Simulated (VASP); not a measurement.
## Te3Pb4Se: relaxation of cell and atoms with PBE

Crystal: Te3Pb4Se.

```
Te Pb Se
1.0
     6.57900   -0.09987   -0.03218
    -0.09987    6.53394   -0.05457
    -3.27167   -3.27148    6.56114
Te Pb Se
3 4 1
Direct
  0.24474 0.73837 0.49626
  0.75299 0.23572 0.49461
  0.99001 0.00457 0.00718
  0.48677 0.00319 0.99808
  0.73908 0.73426 0.46970
  0.01820 0.51907 0.01165
  0.26214 0.25744 0.51766
  0.50607 0.50738 0.00486
```

```yaml
Program: VASP 6.6.1
Task: relaxation of cell and atoms
Functional: PBE
Potentials_or_basis: VASP PAW PBE potentials, release 64 (Te, Pb_d, Se)
Cutoff: 600 eV
k_mesh: 2 × 2 × 2
Occupations: gaussian, width 0.1 eV
Spin: no spin polarisation
Dipole_correction: no
Further_INCAR_settings: ALGO = Normal; EDIFF = 1e-07; IBRION = 2; EDIFFG = -0.025; NSW = 80; ISIF = 3
```

```
Relaxed volume                        : 38.39 Å³/atom
Relaxed cell                          : a = 6.759 Å, b = 7.308 Å, c = 8.222 Å, α = 120.10°, β = 118.15°, γ = 82.12°
Space group after relaxing (to 0.1 Å) : Cm (No. 8)
Energy gained by relaxing             : 100.1 meV/atom
Ionic steps                           : 40
Pressure after relaxing               : 0.0 GPa
Largest force after relaxing          : 0.022 eV/Å
Band gap on the k mesh                : 0.78 eV (least direct gap 1.24 eV)
```

Forces on the atoms (eV/Å):
```
Te   0.008 -0.016  0.012
Te  -0.008 -0.012 -0.001
Te   0.006 -0.001 -0.005
Pb  -0.005  0.011 -0.008
Pb  -0.005  0.010 -0.003
Pb   0.010  0.009  0.007
Pb  -0.004  0.003 -0.006
Se  -0.002 -0.003  0.003
```

The path:
```tsv
step	energy change (eV)	largest force (eV/Å)	pressure (GPa)	volume (Å³)
1	0.0000	0.2532	0.50	280.09
2	-0.1427	0.3179	0.06	284.31
3	-0.1432	0.3248	0.05	284.57
4	-0.1727	0.3467	-0.06	285.56
5	-0.2573	0.3968	-0.34	288.44
6	-0.3834	0.5309	-0.57	293.89
7	-0.2771	1.0040	0.17	303.54
8	-0.4231	0.5842	-0.50	296.47
9	-0.4403	0.5900	-0.41	296.48
10	-0.4832	0.5967	-0.12	296.50
11	-0.5155	0.6313	0.59	296.47
12	-0.5548	0.5867	0.49	298.38
13	-0.6350	0.5314	0.28	304.09
14	-0.6423	0.7474	0.10	315.45
15	-0.6629	0.6107	0.15	310.35
16	-0.6969	0.4354	-0.09	312.16
17	-0.7253	0.2005	-0.52	315.92
18	-0.7531	0.1740	-0.11	311.40
19	-0.7610	0.2097	0.25	307.66
20	-0.7723	0.1716	0.02	308.74
21	-0.7731	0.1687	-0.05	309.13
22	-0.7792	0.1325	-0.07	308.79
23	-0.7854	0.1071	-0.10	307.93
24	-0.7891	0.0719	0.14	305.65
25	-0.7892	0.0700	0.17	305.40
26	-0.7928	0.0685	0.05	306.43
27	-0.7938	0.0784	-0.06	307.38
28	-0.7960	0.0600	-0.01	307.12
29	-0.7961	0.0570	0.00	307.07
30	-0.7973	0.0444	0.01	307.01
31	-0.7981	0.0499	0.03	306.91
32	-0.7989	0.0306	-0.03	307.31
33	-0.7990	0.0417	-0.05	307.50
34	-0.7996	0.0410	0.01	306.89
35	-0.7997	0.0413	0.09	306.16
36	-0.8000	0.0380	0.07	306.25
37	-0.8004	0.0295	0.04	306.47
38	-0.8006	0.0270	0.01	306.76
39	-0.8008	0.0258	-0.05	307.29
40	-0.8009	0.0219	-0.03	307.16
```

Final structure:
```
CELL_PARAMETERS angstrom
6.74089 0.49588 -0.00906
0.46855 7.29334 -0.01886
-3.59580 -3.88433 6.29128
ATOMIC_POSITIONS crystal
Te 0.23253 0.70626 0.50137
Te 0.73201 0.20351 0.49679
Te 0.98227 0.96144 0.00104
Pb 0.51073 0.06242 0.99994
Pb 0.76013 0.77770 0.48645
Pb 0.03510 0.53478 0.99923
Pb 0.27514 0.29224 0.51461
Se 0.47209 0.46164 0.00057
```

Levels at points of the mesh, in eV from the valence-band top:
```csv
k point,band 38,band 39,band 40,band 41,band 42,band 43
"(0.00, 0.00, 0.00)",-1.15,-0.28,0.00,1.85,2.04,2.05
"(0.50, 0.00, 0.00)",-0.91,-0.75,-0.59,1.63,1.66,1.85
"(0.00, 0.50, 0.00)",-1.17,-0.95,-0.84,1.58,1.66,1.69
"(0.50, 0.50, 0.00)",-0.97,-0.83,-0.71,1.35,1.40,1.61
"(0.00, 0.00, 0.50)",-1.77,-0.55,-0.40,1.92,2.15,2.46
"(0.50, 0.00, 0.50)",-0.93,-0.75,-0.59,1.63,1.66,1.85
"(0.00, 0.50, 0.50)",-1.18,-0.95,-0.84,1.58,1.65,1.70
"(0.50, 0.50, 0.50)",-0.71,-0.57,-0.46,0.78,0.80,1.36
```

Wall time 55 min on 1 thread of Intel(R) Xeon(R) 6975P-C (Granite Rapids) (shared host), peak memory 0.56 GiB.

Caveat: the k points lie up to 0.53 Å⁻¹ apart in the final cell; spin-orbit coupling is left out, which moves the levels of the heavy elements. A k mesh can miss the band edges.
